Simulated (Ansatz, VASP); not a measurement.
# CdTe: VASP beside Ansatz

INCAR

```
SYSTEM = CdTe
PREC = Accurate
ENCUT = 520
EDIFF = 1E-6
ISMEAR = 0
SIGMA = 0.05
LREAL = .False.
LASPH = .True.
NELM = 80
ALGO = Normal
ISIF = 2
LWAVE = .False.
LCHARG = .False.
GGA = PS
NBANDS = 16
```

Contents of KPOINTS:

```
regular mesh
0
Gamma
  10 10 10
  0 0 0
```

Contents of POSCAR:

```
CdTe
1.0
    0.0000000000      3.2871983396      3.2871983396
    3.2871983396      0.0000000000      3.2871983396
    3.2871983396      3.2871983396      0.0000000000
Cd Te
1 1
Direct
    0.0000000000      0.0000000000      0.0000000000
    0.2500000000      0.2500000000      0.2500000000
```

Input for Ansatz:

```yaml
crystal:
  lattice:
    - [0.0, 3.2871983396, 3.2871983396]
    - [3.2871983396, 0.0, 3.2871983396]
    - [3.2871983396, 3.2871983396, 0.0]
  atoms:
    - { symbol: Cd, position: [0.0, 0.0, 0.0] }
    - { symbol: Te, position: [0.25, 0.25, 0.25] }
basis:
  ecutwfc: 420
  ecutrho_ratio: 4
kpoints:
  mp_grid: { grid: [10, 10, 10] }
hamiltonian:
  xc: pbesol
scf:
  occupations: { method: gaussian, width: 0.05 }
output:
  forces: true
  stress: true
  eigenvalues: true
```

Alike in both runs: task single point; functional PBEsol; k mesh 10 × 10 × 10; occupations gaussian, width 0.05 eV; no spin polarisation.

|  | VASP | Ansatz |
| --- | --- | --- |
| version | VASP 6.6.1 | Ansatz 0.2.0 |
| potentials or method | VASP PAW PBE potentials, release 64 (Cd, Te), cutoff 520 eV | scalar-relativistic, plane waves, PAW |
| valence electrons in the cell | 18 | 36 |

|  | VASP | Ansatz | Ansatz less VASP |
| --- | --- | --- | --- |
| gap on the k mesh at the Fermi level (eV) | 0.54 | 0.54 | -0.001 |
| least direct gap on the mesh (eV) | 0.54 | 0.54 | -0.001 |
| pressure (GPa) | -1.3 | -1.5 | -0.14 |

VASP's potentials were made for PBE, not for PBEsol. With one functional, cell and mesh, what is left measures potentials, basis and numerics. VASP's potentials hold 18 valence electrons a cell and Ansatz's 36, so a difference there can come from the potentials and not from the codes.

Spin-orbit coupling is off throughout.
